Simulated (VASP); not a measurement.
Here is a VASP 6.6.1 calculation.

File INCAR:

```
PREC = Accurate
ENCUT = 520
EDIFF = 1E-7
ISMEAR = 0
SIGMA = 0.1
LREAL = False
LASPH = True
NELM = 150
ALGO = Normal
ISIF = 2
LWAVE = False
LCHARG = False
ISPIN = 2
MAGMOM = 0 0 0 0
LORBIT = 11
LMAXMIX = 4
GGA = PE
NBANDS = 29
```

Contents of KPOINTS:

```
regular mesh
0
Gamma
  6 6 6
```

File POSCAR:

```
SrWN2
1.0
    1.4696493000      0.8485024200      7.4732507500
   -1.4696493000      0.8485024200      7.4732507500
    0.0000000000     -1.6970048400      7.4732507500
Sr W N
1 1 2
Direct
    0.0000000000      0.0000000000      0.0000000000
    0.5000000000      0.5000000000      0.5000000000
    0.8873343500      0.8873343500      0.8873343500
    0.1126656500      0.1126656500      0.1126656500
```

Potentials or basis: VASP PAW PBE potentials, release 64 (Sr_sv, W_sv, N).

Launch:

```sh
$ cat potpaw_PBE.64/Sr_sv/POTCAR potpaw_PBE.64/W_sv/POTCAR potpaw_PBE.64/N/POTCAR > POTCAR
$ mpirun -np 1 vasp_std > vasp.out
```

(1) Estimate the net moment.

(2) Predict the band gap on the k mesh.

## Answers

(1) 0.00 μB per cell.

(2) zero (filled and empty bands overlap).

Caveat: spin-orbit coupling is left out, which moves the levels of the heavy elements.
